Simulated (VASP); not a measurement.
# Al2O3 (P6/mmm) in VASP: notebook

Runs on Al2O3. Level: PBE. Tasks: relaxation of cell and atoms, single point.

Program: VASP 6.6.1. These are calculated values, not measurements. Logs are shortened: lines on timing, memory, paths and dates and some standing lists are left out, and cuts for length are marked.

## 1. The cell of the first run

It takes space group P6/mmm (No. 191, hexagonal). The conventional cell has a = 3.904 Å, b = 3.904 Å, c = 4.047 Å, α = 90.00°, β = 90.00°, γ = 120.00°. Al (site symmetry -6m2) has 3 Al at 2.25 Å and 6 O at 2.32 Å within 3.0 Å. Within 2.6 Å of O (site symmetry mmm) lie 4 O at 1.95 Å and 4 Al at 2.32 Å.

## 2. Relaxation of cell and atoms, PBE

INCAR reads:

```
PREC = Accurate
ENCUT = 600
EDIFF = 1E-6
ISMEAR = 0
SIGMA = 0.1
LREAL = False
LASPH = True
NELM = 60
ALGO = Normal
ISIF = 3
LWAVE = False
LCHARG = False
GGA = PE
IBRION = 2
NSW = 90
EDIFFG = -0.04
```

KPOINTS reads:

```
Automatic mesh
0
Gamma
  6 6 4
```

POSCAR reads:

```
Al2O3
1.0
    3.9036815800      0.0000000000      0.0000000000
   -1.9518407900      3.3806874200      0.0000000000
    0.0000000000      0.0000000000      4.0472309200
Al O
2 3
Direct
    0.3333333300      0.6666666700      0.5000000000
    0.6666666700      0.3333333300      0.5000000000
    0.5000000000      0.0000000000      0.0000000000
    0.0000000000      0.5000000000      0.0000000000
    0.5000000000      0.5000000000      0.0000000000
```

Potentials or basis: VASP PAW PBE potentials, release 64 (Al, O).

Command:

```
> cat potpaw_PBE.64/Al/POTCAR potpaw_PBE.64/O/POTCAR > POTCAR
> mpirun -np 1 vasp_std > vasp.out
```

OUTCAR:

```text
PREC = Accurate
   ENCUT = 600
   EDIFF = 1E-6
   ISMEAR = 0
   LREAL = False
   LASPH = True
   NELM = 60
   ISIF = 3
   GGA = PE
   IBRION = 2
   NSW = 90
   EDIFFG = -0.04

 ion  position               nearest neighbor table
   1  0.333  0.667  0.500-   2 2.25   2 2.25   2 2.25   4 2.32   4 2.32   3 2.32   3 2.32   5 2.32
                             5 2.32
   2  0.667  0.333  0.500-   1 2.25   1 2.25   1 2.25   4 2.32   4 2.32   3 2.32   3 2.32   5 2.32
                             5 2.32
   3  0.500  0.000  0.000-   4 1.95   5 1.95   5 1.95   4 1.95   1 2.32   2 2.32   1 2.32   2 2.32

   4  0.000  0.500  0.000-   5 1.95   5 1.95   3 1.95   3 1.95   1 2.32   2 2.32   1 2.32   2 2.32

   5  0.500  0.500  0.000-   4 1.95   4 1.95   3 1.95   3 1.95   1 2.32   2 2.32   1 2.32   2 2.32

  LATTYP: Found a hexagonal cell.
 ALAT       =     3.9036815800
 C/A-ratio  =     1.0367728097

  Lattice vectors:

 A1 = (   3.9036815800,   0.0000000000,   0.0000000000)
 A2 = (  -1.9518407900,   3.3806874200,   0.0000000000)
 A3 = (   0.0000000000,   0.0000000000,   4.0472309200)

Analysis of symmetry for initial positions (statically):
=====================================================================
 Subroutine PRICEL returns:
 Original cell was already a primitive cell.

 Routine SETGRP: Setting up the symmetry group for a
 hexagonal supercell.

 Subroutine GETGRP returns: Found 24 space group operations
 (whereof 24 operations were pure point group operations)
 out of a pool of 24 trial point group operations.

The static configuration has the point symmetry D_6h.

Analysis of symmetry for dynamics (positions and initial velocities):
=====================================================================
 Subroutine PRICEL returns:
 Original cell was already a primitive cell.

 Routine SETGRP: Setting up the symmetry group for a
 hexagonal supercell.

 Subroutine GETGRP returns: Found 24 space group operations
 (whereof 24 operations were pure point group operations)
 out of a pool of 24 trial point group operations.

The dynamic configuration has the point symmetry D_6h.

 Subroutine INISYM returns: Found 24 space group operations
 (whereof 24 operations are pure point group operations),
 and found     1 'primitive' translations

----------------------------------------------------------------------------------------

                                     Primitive cell

  volume of cell :      53.4118

  direct lattice vectors                    reciprocal lattice vectors
     3.903681580  0.000000000  0.000000000     0.256168435  0.147898915  0.000000000
    -1.951840790  3.380687420  0.000000000     0.000000000  0.295797829  0.000000000
     0.000000000  0.000000000  4.047230920     0.000000000  0.000000000  0.247082516

  length of vectors
     3.903681580  3.903681583  4.047230920     0.295797829  0.295797829  0.247082516

  position of ions in fractional coordinates (direct lattice)
     0.333333330  0.666666670  0.500000000
     0.666666670  0.333333330  0.500000000
     0.500000000  0.000000000  0.000000000
     0.000000000  0.500000000  0.000000000
     0.500000000  0.500000000  0.000000000

  ion indices of the primitive-cell ions
   primitive index   ion index
                 1           1
                 2           2
                 3           3
                 4           4
                 5           5

----------------------------------------------------------------------------------------

 KPOINTS: Automatic mesh

Automatic generation of k-mesh.
 Grid dimensions read from file:
 generate k-points for:    6    6    4

 Generating k-lattice:

  Cartesian coordinates                     Fractional coordinates (reciprocal lattice)
     0.042694739  0.024649819  0.000000000     0.166666667  0.000000000  0.000000000
     0.000000000  0.049299638  0.000000000     0.000000000  0.166666667  0.000000000
     0.000000000  0.000000000  0.061770629     0.000000000  0.000000000  0.250000000

  Length of vectors
     0.049299638  0.049299638  0.061770629

  Shift w.r.t. Gamma in fractional coordinates (k-lattice)
     0.000000000  0.000000000  0.000000000

 Subroutine IBZKPT returns following result:
 ===========================================

 Found     21 irreducible k-points:

 Following reciprocal coordinates:
            Coordinates               Weight
  0.000000  0.000000  0.000000      1.000000
  0.166667  0.000000  0.000000      6.000000
  0.333333  0.000000  0.000000      6.000000
  0.500000  0.000000  0.000000      3.000000
  0.166667  0.166667  0.000000      6.000000
  0.333333  0.166667  0.000000     12.000000
[... 13 lines left out ...]
  0.333333  0.166667  0.500000     12.000000
  0.333333  0.333333  0.500000      2.000000
   k-points           NKPTS =     21   k-points in BZ     NKDIM =     21   number of bands    NBANDS=     16
   number of dos      NEDOS =    301   number of ions     NIONS =      5
   total plane-waves  NPLWV =  32768
   dimension x,y,z NGX =    32 NGY =   32 NGZ =   32
   dimension x,y,z NGXF=    64 NGYF=   64 NGZF=   64
   ions per type =               2   3
   NGX,Y,Z   is equivalent  to a cutoff of  13.63, 13.63, 13.14 a.u.
   NGXF,Y,Z  is equivalent  to a cutoff of  27.26, 27.26, 26.29 a.u.
 SYSTEM =  unknown system
   PREC   = accura    normal or accurate (medium, high low for compatibility)
   ISTART =      0    job   : 0-new  1-cont  2-samecut
   ICHARG =      2    charge: 1-file 2-atom 10-const
   ISPIN  =      1    spin polarized calculation?
   LNONCOLLINEAR =      F non collinear calculations
   LSORBIT =      F    spin-orbit coupling
   LASPH  =      T    aspherical Exc in radial PAW
   ENCUT  =  600.0 eV  44.10 Ry    6.64 a.u.   7.80  7.80  8.08*2*pi/ulx,y,z
   NELM   =     60;   NELMIN=  2; NELMDL= -5     # of ELM steps
   EDIFF  = 0.1E-05   stopping-criterion for ELM
   LREAL  =      F    real-space projection
   EDIFFG = -.4E-01   stopping-criterion for IOM
   NSW    =     90    number of steps for IOM
   IBRION =      2    ionic relax: 0-MD 1-quasi-New 2-CG
   NFREE  =      1    steps in history (QN), initial steepest desc. (CG)
   ISIF   =      3    stress and relaxation
   ISYM   =      2    0-nonsym 1-usesym 2-fastsym
   POTIM  = 0.5000    time-step for ionic-motion
   TEBEG  =    0.0;   TEEND  =   0.0 temperature during run
   PSTRESS=    0.0 pullay stress
   NELECT =      24.0000    total number of electrons
   NUPDOWN=      -1.0000    fix difference up-down
   EMIN   =  10.00;   EMAX   =-10.00  energy-range for DOS
   EFERMI =   0.00;   METHOD = LEGACY
   ISMEAR =     0;   SIGMA  =   0.10  broadening in eV -4-tet -1-fermi 0-gaus
   EFERMI_NEDOS =   21; number of points for ismear=-14 and -15
   IALGO  =     38    algorithm
   IMIX   =      4    mixing-type and parameters
     AMIX     =   0.40;   BMIX     =  1.00
     AMIX_MAG =   1.60;   BMIX_MAG =  1.00
  volume/ion in A,a.u.               =      10.68        72.09
  Fermi-wavevector in a.u.,A,eV,Ry     =   1.253909  2.369545 21.392283  1.572288
  Thomas-Fermi vector in A             =   2.387740
   LORBIT       =      0    0 simple, 1 ext, 2 COOP (PROOUT), +10 PAW based schemes
   GGA     = PE    functional components
   LHFCALC =     F    Hartree Fock is set to
   AEXX    =    0.0000 exact exchange contribution
   IVDW    =     0    specifies the selected vdW correction
   LEPSILON=     F    determine dielectric tensor
   LRPA    =     F    only Hartree local field effects (RPA)
 conjugate gradient relaxation of ions
 non-spin polarized calculation
 Gauss-broadening in eV      SIGMA  =   0.10
  energy-cutoff  :      600.00
  volume of cell :       53.41
 maximum number of plane-waves:      1804
 NGX is ok and might be reduce to    32
   NGX = 15   NGY = 15   NGZ = 17

--------------------------------------- Ionic step        1  -------------------------------------------

 number of electron      23.9999992 magnetization

 Free energy of the ion-electron system (eV)
  ---------------------------------------------------
  ext. energy  EPLUGINS =         0.00000000
  ---------------------------------------------------
  free energy    TOTEN  =       -19.13527090 eV

  energy without entropy =      -19.13126360  energy(sigma->0) =      -19.13326725

 E-fermi :   6.2452     XC(G=0): -10.8005

 val. band max:        6.1263032197   @ k =   0.5000   0.0000   0.5000
 cond. band min:       6.3260899167   @ k =   0.3333   0.0000   0.2500
 fundamental gap:      0.1997866970
 Fermi energy:         6.2451594533

 k-point     1 :       0.0000    0.0000    0.0000
  band No.  band energies     occupation
      1     -15.5560      2.00000
      2     -10.1681      2.00000
      3     -10.1681      2.00000
      4      -2.9319      2.00000
      5      -1.5187      2.00000
      6      -0.5771      2.00000
[... 8 lines left out ...]
     15       8.5942      0.00000
     16      11.6245      0.00000
[... 488 lines left out ...]
  FREE ENERGIE OF THE ION-ELECTRON SYSTEM (eV)
  ---------------------------------------------------
  free  energy   TOTEN  =       -27.2409974625 eV

  energy  without entropy=      -27.2292155314  energy(sigma->0) =      -27.23510650

 E-fermi :   2.2440     XC(G=0):  -8.4919

 val. band max:        1.8297040548   @ k =   0.0000   0.0000   0.5000
 cond. band min:       2.6883886376   @ k =   0.0000   0.0000   0.0000
 fundamental gap:      0.8586845828
 Fermi energy:         2.2439718647

 k-point     1 :       0.0000    0.0000    0.0000
  band No.  band energies     occupation
      1     -16.2516      2.00000
      2     -15.0607      2.00000
      3     -15.0607      2.00000
      4      -5.5096      2.00000
      5      -1.7973      2.00000
      6      -1.7973      2.00000
[... 8 lines left out ...]
     15       7.9868      0.00000
     16       7.9958      0.00000
[... 363 lines left out ...]
  band No.  band energies     occupation
      1     -15.0154      2.00000
      2     -15.0154      2.00000
      3     -14.5187      2.00000
      4      -3.9726      2.00000
      5      -3.9726      2.00000
      6      -2.7978      2.00000
[... 8 lines left out ...]
     15       7.8779      0.00000
     16      10.0227      0.00000

[... ionic steps 4 to 11 ...]

--------------------------------------- Ionic step       12  -------------------------------------------

 number of electron      23.9999974 magnetization

------------------------ aborting loop because EDIFF is reached ----------------------------------------

  FORCE on cell =-STRESS in cart. coord.  units (eV):
  Direction    XX          YY          ZZ          XY          YZ          ZX
  --------------------------------------------------------------------------------------
  -------------------------------------------------------------------------------------
  Total       -0.3031849     -0.3031849     -0.7695305      0.0000000      0.0000000      0.0000000
  in kB       -8.8426523     -8.8426523    -22.4440304      0.0000000      0.0000000      0.0000000
  external PRESSURE =     -13.3764450 kB  Pullay stress =       0.0000000 kB
[... 63 lines left out ...]
  energy  without entropy=      -35.3658736206  energy(sigma->0) =      -35.36587362

--------------------------------------- Ionic step       14  -------------------------------------------

 number of electron      23.9999973 magnetization

 Free energy of the ion-electron system (eV)
  ---------------------------------------------------
  ext. energy  EPLUGINS =         0.00000000
  ---------------------------------------------------
  free energy    TOTEN  =       -35.36611503 eV

  energy without entropy =      -35.36611503  energy(sigma->0) =      -35.36611503

 E-fermi :   5.1327     XC(G=0):  -9.8543

 val. band max:        4.6594078742   @ k =   0.0000   0.0000   0.5000
 cond. band min:       8.2196015222   @ k =   0.0000   0.0000   0.0000
 fundamental gap:      3.5601936480
 Fermi energy:         5.1327154500

 k-point     1 :       0.0000    0.0000    0.0000
  band No.  band energies     occupation
      1     -15.5522      2.00000
      2     -13.4046      2.00000
      3     -13.4046      2.00000
      4      -4.6416      2.00000
      5      -0.5644      2.00000
      6      -0.5644      2.00000
[... 8 lines left out ...]
     15      13.6696      0.00000
     16      13.6696      0.00000
[... 410 lines left out ...]
  FREE ENERGIE OF THE ION-ELECTRON SYSTEM (eV)
  ---------------------------------------------------
  free  energy   TOTEN  =       -35.3661150308 eV

  energy  without entropy=      -35.3661150308  energy(sigma->0) =      -35.36611503

 reached required accuracy - stopping structural energy minimisation
```

Run time: 60 s. Hardware: 1 thread of Intel Xeon 6975P-C (Granite Rapids), shared host; peak memory 0.18 GiB.

What came out:

```
Free energy                            : -35.3661 eV
Relaxed volume                         : 10.92 Å³/atom
Relaxed cell                           : a = 4.996 Å, b = 4.996 Å, c = 2.526 Å, α = 90.00°, β = 90.00°, γ = 120.00°
Space group after relaxing (to 0.05 Å) : P6/mmm (No. 191)
Energy gained by relaxing              : 3246.2 meV/atom
Ionic steps                            : 14
Pressure after relaxing                : 0.0 GPa
Band gap on the k mesh                 : 3.56 eV, indirect (least direct gap 4.18 eV)
```

Step by step:
| step | energy change (eV) | largest force (eV/Å) | pressure (GPa) | volume (Å³) |
| --- | --- | --- | --- | --- |
| 1 | 0.0000 | 0.0000 | 28.86 | 53.41 |
| 2 | -4.4685 | 0.0000 | -10.61 | 68.37 |
| 3 | -8.1057 | 0.0000 | -38.31 | 85.68 |
| 4 | -9.6089 | 0.0000 | -46.82 | 86.53 |
| 5 | -9.6404 | 0.0000 | -47.21 | 86.55 |
| 6 | -12.4036 | 0.0000 | -42.95 | 77.13 |
| 7 | -15.2255 | 0.0000 | 13.02 | 52.69 |
| 8 | -15.6778 | 0.0000 | -15.50 | 59.67 |
| 9 | -15.7159 | 0.0000 | -9.81 | 57.91 |
| 10 | -16.0922 | 0.0000 | -5.98 | 56.47 |
| 11 | -16.2280 | 0.0000 | -1.78 | 55.07 |
| 12 | -16.2292 | 0.0000 | -1.34 | 54.93 |
| 13 | -16.2306 | 0.0000 | -0.51 | 54.72 |
| 14 | -16.2308 | 0.0000 | -0.02 | 54.60 |

Final structure:
```
Al O
1.0
     4.99583    0.00000    0.00000
    -2.49792    4.32652    0.00000
     0.00000    0.00000    2.52616
Al O
2 3
Direct
  0.33333 0.66667 0.50000
  0.66667 0.33333 0.50000
  0.50000 0.00000 0.00000
  0.00000 0.50000 0.00000
  0.50000 0.50000 0.00000
```

Levels at points of the mesh, in eV from the valence-band top:
```csv
k point,band 9,band 10,band 11,band 12,band 13,band 14,band 15,band 16
"(0.00, 0.00, 0.00)",-1.64,-1.50,-1.50,-0.62,3.56,7.23,9.01,9.01
"(0.50, 0.00, 0.00)",-2.06,-1.79,-1.50,-1.16,5.98,6.26,9.15,9.69
"(0.00, 0.00, 0.50)",-3.88,-0.91,-0.91,0.00,5.17,7.03,7.03,9.53
"(0.50, 0.00, 0.50)",-2.91,-2.40,-1.76,-0.43,6.02,7.50,8.88,8.97
```

A k mesh can miss the band edges. PBE gaps usually lie below the measured ones, often by a third to a half.

## 3. Single point, PBE, collinear spin, ferromagnetic start

INCAR reads:

```
ALGO = Normal
EDIFF = 1E-7
ENCUT = 520
GGA = PE
ISIF = 2
ISMEAR = 0
ISPIN = 2
LASPH = T
LCHARG = T
LELF = T
LORBIT = 11
LREAL = F
LVHAR = T
LWAVE = F
MAGMOM = 0 0 1 1 1
NBANDS = 24
NELM = 150
PREC = Accurate
SIGMA = 0.1
```

KPOINTS reads:

```
k-points
0
Gamma
  6 6 4
```

POSCAR is that of step 2.

Potentials or basis: VASP PAW PBE potentials, release 64 (Al, O).

Command:

```
> cat potpaw_PBE.64/Al/POTCAR potpaw_PBE.64/O/POTCAR > POTCAR
> mpirun -np 1 vasp_std > vasp.out
```

Wall time 25 s (1 thread of Intel Xeon 6975P-C (Granite Rapids), shared host); peak memory 0.19 GiB.

Results (log left out):

```yaml
Free_energy: -19.1299 eV
Pressure: 29.0 GPa
Band_gap_on_the_k_mesh: zero (filled and empty bands overlap)
Net_moment: 0.00 μB per cell
Valence_electrons_inside_the_program's_atomic_spheres: Al 0.85; O 4.81
```

Stress tensor (GPa, compression positive):
```
 55.43   0.00   0.00
  0.00  55.43   0.00
  0.00   0.00 -23.93
```

Levels at points of the mesh, in eV from the Fermi level:
Spin up:
| k point | band 9 | band 10 | band 11 | band 12 | band 13 | band 14 | band 15 | band 16 |
| --- | --- | --- | --- | --- | --- | --- | --- | --- |
| (0.00, 0.00, 0.00) | -3.03 | -3.03 | 1.53 | 1.99 | 1.99 | 2.35 | 2.35 | 5.38 |
| (0.50, 0.00, 0.00) | -3.17 | -2.46 | -2.41 | -2.19 | -1.90 | 0.74 | 2.18 | 4.09 |
| (0.00, 0.00, 0.50) | -3.92 | -1.57 | 1.54 | 2.36 | 2.36 | 3.71 | 4.25 | 4.25 |
| (0.50, 0.00, 0.50) | -2.45 | -2.29 | -1.87 | -0.12 | 0.13 | 2.18 | 2.81 | 3.74 |
Spin down:
| k point | band 8 | band 9 | band 10 | band 11 | band 12 | band 13 | band 14 | band 15 | band 16 | band 17 |
| --- | --- | --- | --- | --- | --- | --- | --- | --- | --- | --- |
| (0.00, 0.00, 0.00) | -5.51 | -3.03 | -3.03 | 1.53 | 1.99 | 1.99 | 2.35 | 2.35 | 5.38 | 5.38 |
| (0.50, 0.00, 0.00) | -3.98 | -3.17 | -2.46 | -2.41 | -2.19 | -1.90 | 0.74 | 2.18 | 4.09 | 9.02 |
| (0.00, 0.00, 0.50) | -3.92 | -3.92 | -1.57 | 1.54 | 2.36 | 2.36 | 3.71 | 4.25 | 4.25 | 4.27 |
| (0.50, 0.00, 0.50) | -2.91 | -2.45 | -2.29 | -1.87 | -0.12 | 0.13 | 2.18 | 2.81 | 3.74 | 5.91 |

Caveat: the k points lie up to 0.39 Å⁻¹ apart.
